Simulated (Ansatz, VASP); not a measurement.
## One calculation of AlRu, two programs

INCAR

```
PREC = Accurate
ENCUT = 520
EDIFF = 1E-7
ISMEAR = 0
SIGMA = 0.1
LREAL = False
LASPH = True
NELM = 80
ALGO = Fast
ISIF = 2
LWAVE = False
LCHARG = False
GGA = PE
NBANDS = 16
```

KPOINTS

```
Automatic mesh
0
Gamma
  14 14 14
```

POSCAR

```
AlRu
1.0
    2.9427596656      0.0000000000      0.0000000000
    0.0000000000      2.9427596656      0.0000000000
    0.0000000000      0.0000000000      2.9427596656
Al Ru
1 1
Direct
    0.0000000000      0.0000000000      0.0000000000
    0.5000000000      0.5000000000      0.5000000000
```

Input for Ansatz:

```yaml
crystal:
  lattice:
    - [2.9427596656, 0.0, 0.0]
    - [0.0, 2.9427596656, 0.0]
    - [0.0, 0.0, 2.9427596656]
  atoms:
    - { symbol: Al, position: [0.0, 0.0, 0.0] }
    - { symbol: Ru, position: [0.5, 0.5, 0.5] }
basis:
  ecutwfc: 420
kpoints:
  mp_grid: { grid: [14, 14, 14] }
hamiltonian:
  xc: pbe
scf:
  occupations: { method: gaussian, width: 0.1 }
output:
  forces: true
  stress: true
  eigenvalues: true
```

Alike in both runs: task single point; functional PBE; k mesh 14 × 14 × 14; occupations gaussian, width 0.1 eV; no spin polarisation.

|  | VASP | Ansatz |
| --- | --- | --- |
| version | VASP 6.6.1 | Ansatz 0.2.0 |
| potentials or method | VASP PAW PBE potentials, release 64 (Al, Ru_pv), cutoff 520 eV | scalar-relativistic, plane waves, PAW |
| valence electrons in the cell | 17 | 19 |

```csv
,VASP,Ansatz,Ansatz less VASP
gap on the k mesh at the Fermi level (eV),none,none,-
pressure (GPa),14.4,14.4,0.00
```

A gap of «none» marks a metal or a gap that the smearing closes. VASP's potentials hold 17 valence electrons a cell and Ansatz's 19, so a difference there can come from the potentials and not from the codes.
